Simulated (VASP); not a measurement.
Here is a VASP 6.6.1 calculation.

File INCAR:

```
ALGO = Normal ; EDIFF = 1E-6
EDIFFG = -0.01 ; ENCUT = 600
GGA = RP ; IBRION = 2
ISIF = 3 ; ISMEAR = -1
LASPH = T ; LCHARG = F
LREAL = F ; LWAVE = F
NELM = 100 ; NSW = 80
PREC = Accurate ; SIGMA = 0.05
```

KPOINTS

```
k-points
0
Gamma
  10 10 10
```

Contents of POSCAR:

```
GaN
1.0
    0.0000000000      2.2535006075      2.2535006075
    2.2535006075      0.0000000000      2.2535006075
    2.2535006075      2.2535006075      0.0000000000
Ga N
1 1
Direct
    0.0000000000      0.0000000000      0.0000000000
    0.2500000000      0.2500000000      0.2500000000
```

Potentials or basis: VASP PAW PBE potentials, release 64 (Ga_d, N).

Run with:

```bash
$ cat potpaw_PBE.64/Ga_d/POTCAR potpaw_PBE.64/N/POTCAR > POTCAR
$ mpirun -np 1 vasp_std > vasp.out
```

(1) What does it give for the band gap on the k mesh?

(2) Predict the relaxed cell.

(3) Predict the relaxed volume.

Results:

(1) 1.46 eV, direct.

(2) a = 3.241 Å, b = 3.241 Å, c = 3.241 Å, α = 60.00°, β = 60.00°, γ = 60.00°.

(3) 12.03 Å³/atom.

Caveat: the PAW data sets were made with another functional, which shifts forces and pressure a little.
